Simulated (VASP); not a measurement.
# Cd (P6_3/mmc) in VASP: notebook

Cd is run at these levels: PBEsol; tasks: single point, relaxation of cell and atoms.

Program: VASP 6.6.1. These are calculated values, not measurements. Logs are shortened: lines on timing, memory, paths and dates and some standing lists are left out, and cuts for length are marked.

**1. The cell of the first run**

It takes space group P6_3/mmc (No. 194, hexagonal). The conventional cell has a = 2.953 Å, b = 2.953 Å, c = 5.562 Å, α = 90.00°, β = 90.00°, γ = 120.00°. Within 3.9 Å of Cd (site symmetry -6m2) lie 12 Cd at 2.95 to 3.26 Å.

**2. Single point, PBEsol**

Contents of INCAR:

```
SYSTEM = Cd
PREC = Accurate ; ENCUT = 520
EDIFF = 1E-7 ; ISMEAR = 1
SIGMA = 0.02 ; LREAL = .FALSE.
LASPH = .TRUE. ; NELM = 100
ALGO = Normal ; ISIF = 2
LWAVE = .FALSE. ; LCHARG = .FALSE.
GGA = PS ; NBANDS = 19
```

Contents of KPOINTS:

```
Automatic mesh
0
G
  18 18 8
  0 0 0
```

Contents of POSCAR:

```
Cd
1.0
    2.9533621416      0.0000000000      0.0000000000
   -1.4766810708      2.5576866412      0.0000000000
    0.0000000000      0.0000000000      5.5620868961
Cd
2
Direct
    0.3333333333      0.6666666667      0.2500000000
    0.6666666667      0.3333333333      0.7500000000
```

Potentials or basis: VASP PAW PBE potentials, release 64 (Cd).

Command:

```console
cat potpaw_PBE.64/Cd/POTCAR > POTCAR
mpirun -np 1 vasp_std > vasp.out
```

OUTCAR:

```text
SYSTEM = Cd
   PREC = Accurate
   ENCUT = 520
   EDIFF = 1E-7
   ISMEAR = 1
   LREAL = .FALSE.
   LASPH = .TRUE.
   NELM = 100
   ISIF = 2
   GGA = PS

 ion  position               nearest neighbor table
   1  0.333  0.667  0.250-   2 3.26   2 3.26   2 3.26   2 3.26   2 3.26   2 3.26
   2  0.667  0.333  0.750-   1 3.26   1 3.26   1 3.26   1 3.26   1 3.26   1 3.26

  LATTYP: Found a hexagonal cell.
 ALAT       =     2.9533621416
 C/A-ratio  =     1.8833067634

  Lattice vectors:

 A1 = (   2.9533621416,   0.0000000000,   0.0000000000)
 A2 = (  -1.4766810708,   2.5576866412,   0.0000000000)
 A3 = (   0.0000000000,   0.0000000000,   5.5620868961)

Analysis of symmetry for initial positions (statically):
=====================================================================
 Subroutine PRICEL returns:
 Original cell was already a primitive cell.

 Routine SETGRP: Setting up the symmetry group for a
 hexagonal supercell.

 Subroutine GETGRP returns: Found 24 space group operations
 (whereof 12 operations were pure point group operations)
 out of a pool of 24 trial point group operations.

The static configuration has the point symmetry D_3d.
 The point group associated with its full space group is D_6h.

Analysis of symmetry for dynamics (positions and initial velocities):
=====================================================================
 Subroutine PRICEL returns:
 Original cell was already a primitive cell.

 Routine SETGRP: Setting up the symmetry group for a
 hexagonal supercell.

 Subroutine GETGRP returns: Found 24 space group operations
 (whereof 12 operations were pure point group operations)
 out of a pool of 24 trial point group operations.

The dynamic configuration has the point symmetry D_3d.
 The point group associated with its full space group is D_6h.

 Subroutine INISYM returns: Found 24 space group operations
 (whereof 12 operations are pure point group operations),
 and found     1 'primitive' translations

----------------------------------------------------------------------------------------

                                     Primitive cell

  volume of cell :      42.0148

  direct lattice vectors                    reciprocal lattice vectors
     2.953362142  0.000000000  0.000000000     0.338597149  0.195489155  0.000000000
    -1.476681071  2.557686641  0.000000000     0.000000000  0.390978310  0.000000000
[... 75 lines left out ...]
 SYSTEM =  Cd
   PREC   = accura    normal or accurate (medium, high low for compatibility)
   ISTART =      0    job   : 0-new  1-cont  2-samecut
   ICHARG =      2    charge: 1-file 2-atom 10-const
   ISPIN  =      1    spin polarized calculation?
   LNONCOLLINEAR =      F non collinear calculations
   LSORBIT =      F    spin-orbit coupling
   LASPH  =      T    aspherical Exc in radial PAW
   ENCUT  =  520.0 eV  38.22 Ry    6.18 a.u.   5.49  5.49 10.34*2*pi/ulx,y,z
   NELM   =    100;   NELMIN=  2; NELMDL= -5     # of ELM steps
   EDIFF  = 0.1E-06   stopping-criterion for ELM
   LREAL  =      F    real-space projection
   EDIFFG = 0.1E-05   stopping-criterion for IOM
   NSW    =      0    number of steps for IOM
   IBRION =     -1    ionic relax: 0-MD 1-quasi-New 2-CG
   NFREE  =      0    steps in history (QN), initial steepest desc. (CG)
   ISIF   =      2    stress and relaxation
   ISYM   =      2    0-nonsym 1-usesym 2-fastsym
   POTIM  = 0.5000    time-step for ionic-motion
   TEBEG  =    0.0;   TEEND  =   0.0 temperature during run
   PSTRESS=    0.0 pullay stress
   NELECT =      24.0000    total number of electrons
   NUPDOWN=      -1.0000    fix difference up-down
   EMIN   =  10.00;   EMAX   =-10.00  energy-range for DOS
   EFERMI =   0.00;   METHOD = LEGACY
   ISMEAR =     1;   SIGMA  =   0.02  broadening in eV -4-tet -1-fermi 0-gaus
   EFERMI_NEDOS =   21; number of points for ismear=-14 and -15
   IALGO  =     38    algorithm
   IMIX   =      4    mixing-type and parameters
     AMIX     =   0.40;   BMIX     =  1.00
     AMIX_MAG =   1.60;   BMIX_MAG =  1.00
  volume/ion in A,a.u.               =      21.01       141.76
  Fermi-wavevector in a.u.,A,eV,Ry     =   1.358349  2.566907 25.104266  1.845112
  Thomas-Fermi vector in A             =   2.485190
   LORBIT       =      0    0 simple, 1 ext, 2 COOP (PROOUT), +10 PAW based schemes
   GGA     = PS    functional components
   LHFCALC =     F    Hartree Fock is set to
   AEXX    =    0.0000 exact exchange contribution
   IVDW    =     0    specifies the selected vdW correction
   LEPSILON=     F    determine dielectric tensor
   LRPA    =     F    only Hartree local field effects (RPA)
 non-spin polarized calculation
 Methfessel and Paxton  Order N= 1 SIGMA  =   0.02
  energy-cutoff  :      520.00
  volume of cell :       42.01
 maximum number of plane-waves:      1172
 NGX is ok and might be reduce to    24
   NGX = 11   NGY = 11   NGZ = 21

 number of electron      24.0000008 magnetization

 Free energy of the ion-electron system (eV)
  ---------------------------------------------------
  ext. energy  EPLUGINS =         0.00000000
  ---------------------------------------------------
  free energy    TOTEN  =        -2.39995943 eV

  energy without entropy =       -2.39995874  energy(sigma->0) =       -2.39995920

 E-fermi :   3.1170     XC(G=0): -11.3559

 val. band max:        3.1137711777   @ k =   0.3333   0.1111   0.0000
 cond. band min:       3.1206173585   @ k =   0.5000   0.0000   0.5000
 fundamental gap:      0.0068461808
 Fermi energy:         3.1170013088

 k-point     1 :       0.0000    0.0000    0.0000
  band No.  band energies     occupation
      1      -6.9724      2.00000
      2      -6.6904      2.00000
      3      -6.2775      2.00000
      4      -6.2775      2.00000
      5      -6.2220      2.00000
      6      -6.2220      2.00000
[... 505 lines left out ...]
      6      -5.9420      2.00000
[... 11 lines left out ...]
     18      14.1796      0.00000
     19      14.9143      0.00000

 [... further k-points ...]
[... 5 lines left out ...]
  --------------------------------------------------------------------------------------
  -------------------------------------------------------------------------------------
  Total        0.1194100      0.1194100      0.0442691      0.0000000     -0.0000000      0.0000000
  in kB        4.5535427      4.5535427      1.6881458      0.0000000     -0.0000000      0.0000000
  external PRESSURE =       3.5984104 kB  Pullay stress =       0.0000000 kB

 VOLUME and BASIS-vectors are now :
 -----------------------------------------------------------------------------
  energy-cutoff  :      520.00
  volume of cell :       42.01
      direct lattice vectors                 reciprocal lattice vectors
     2.953362142  0.000000000  0.000000000     0.338597149  0.195489155  0.000000000
    -1.476681071  2.557686641  0.000000000     0.000000000  0.390978310  0.000000000
     0.000000000  0.000000000  5.562086896     0.000000000  0.000000000  0.179788633

 POSITION                                       TOTAL-FORCE (eV/Angst)
 -----------------------------------------------------------------------------------
     -0.00000      1.70512      1.39052         0.000000     -0.000000      0.000000
      1.47668      0.85256      4.17157        -0.000000      0.000000     -0.000000
 -----------------------------------------------------------------------------------
    total drift:                               -0.000000      0.000000      0.000000

  FREE ENERGIE OF THE ION-ELECTRON SYSTEM (eV)
  ---------------------------------------------------
  free  energy   TOTEN  =        -2.3999594272 eV

  energy  without entropy=       -2.3999587368  energy(sigma->0) =       -2.39995920
```

stdout:

```text
POSCAR found type information on POSCAR Cd
 POSCAR found :  1 types and       2 ions
 scaLAPACK will be used
 -----------------------------------------------------------------------------
|                                                                             |
|                                                                             |
|     You enforced a specific xc type in the INCAR file but a different       |
|     I HOPE YOU KNOW WHAT YOU ARE DOING!                                     |
|                                                                             |
 -----------------------------------------------------------------------------

 LDA part: xc-table for (Slater+PW92), standard interpolation
 POSCAR, INCAR and KPOINTS ok, starting setup
 FFT: planning ... GRIDC
 FFT: planning ... GRID_SOFT
 FFT: planning ... GRID
 WAVECAR not read
 entering main loop
```

It took 35 s on 1 thread of Intel Xeon 6975P-C (Granite Rapids), shared host; peak memory 0.25 GiB.

Results:

| Property | Result |
| --- | --- |
| Free energy | -2.4000 eV |
| Pressure | 0.4 GPa |
| Band gap on the k mesh | zero (bands 12 and 13 overlap by 4.54 eV) |

Caveat: the PAW data sets were made with another functional, which shifts forces and pressure a little.

**3. Relaxation of cell and atoms, PBEsol**

This run uses another cell than the first one, of 21.59 Å³/atom.

Contents of INCAR:

```
  PREC = Accurate
  ENCUT = 600
  EDIFF = 1E-6
  ISMEAR = 1
  SIGMA = 0.02
  LREAL = False
  LASPH = True
  NELM = 60
  ALGO = Normal
  ISIF = 3
  LWAVE = False
  LCHARG = False
  GGA = PS
  IBRION = 2
  NSW = 80
  EDIFFG = -0.01
```

Contents of KPOINTS:

```
regular mesh
0
Gamma
  18 18 8
```

Contents of POSCAR:

```
Cd
1.0
    2.9788700000      0.0000000000      0.0000000000
   -1.4894350000      2.5797770900      0.0000000000
    0.0000000000      0.0000000000      5.6176500000
Cd
2
Direct
    0.3333333333      0.6666666667      0.2500000000
    0.6666666667      0.3333333333      0.7500000000
```

Potentials or basis: VASP PAW PBE potentials, release 64 (Cd).

Command:

```console
cat potpaw_PBE.64/Cd/POTCAR > POTCAR
mpirun -np 1 vasp_std > vasp.out
```

It took 3 min on 1 thread of Intel Xeon 6975P-C (Granite Rapids), shared host; peak memory 0.27 GiB.

Results (log left out):

| Quantity | Value |
| --- | --- |
| Free energy | -2.4009 eV |
| Relaxed volume | 21.08 Å³/atom |
| Relaxed cell | a = 2.960 Å, b = 2.960 Å, c = 5.557 Å, α = 90.00°, β = 90.00°, γ = 120.00° |
| Space group after relaxing (to 0.1 Å) | P6_3/mmc (No. 194) |
| Energy gained by relaxing | 2.2 meV/atom |
| Ionic steps | 10 |
| Pressure after relaxing | -0.1 GPa |
| Band gap on the k mesh | zero (bands 12 and 13 overlap by 4.48 eV) |

The path:
| step | energy change (eV) | largest force (eV/Å) | pressure (GPa) | volume (Å³) |
| --- | --- | --- | --- | --- |
| 1 | 0.0000 | 0.0000 | -1.35 | 43.17 |
| 2 | -0.0041 | 0.0000 | 0.22 | 42.04 |
| 3 | -0.0042 | 0.0000 | 0.06 | 42.19 |
| 4 | -0.0042 | 0.0000 | -0.04 | 42.23 |
| 5 | -0.0042 | 0.0000 | -0.05 | 42.22 |
| 6 | -0.0043 | 0.0000 | 0.00 | 42.21 |
| 7 | -0.0044 | 0.0000 | 0.07 | 42.18 |
| 8 | -0.0043 | 0.0000 | -0.03 | 42.13 |
| 9 | -0.0044 | 0.0000 | -0.14 | 42.16 |
| 10 | -0.0044 | 0.0000 | -0.07 | 42.17 |

Final structure:
```
Cd
1.0
     2.96017    0.00000    0.00000
    -1.48008    2.56358    0.00000
     0.00000    0.00000    5.55665
Cd
2
Direct
  0.33333 0.66667 0.25000
  0.66667 0.33333 0.75000
```

Levels at points of the mesh, in eV from the Fermi level:
```
           k point  band 10  band 11  band 12  band 13  band 14  band 15
(0.00, 0.00, 0.00)    -8.57    -8.57    -3.31    -3.11    10.66    14.37
(0.50, 0.00, 0.00)    -8.28    -2.59    -2.03     1.89     2.89     3.17
(0.00, 0.00, 0.50)    -8.69    -7.66    -7.66     3.70     3.70    14.70
(0.50, 0.00, 0.50)    -8.29    -1.78    -1.78    -0.03    -0.03     8.09
```

Caveat: the PAW data sets were made with another functional, which shifts forces and pressure a little.

The gap in the log of VASP goes by the Fermi energy; the results here count the filled bands.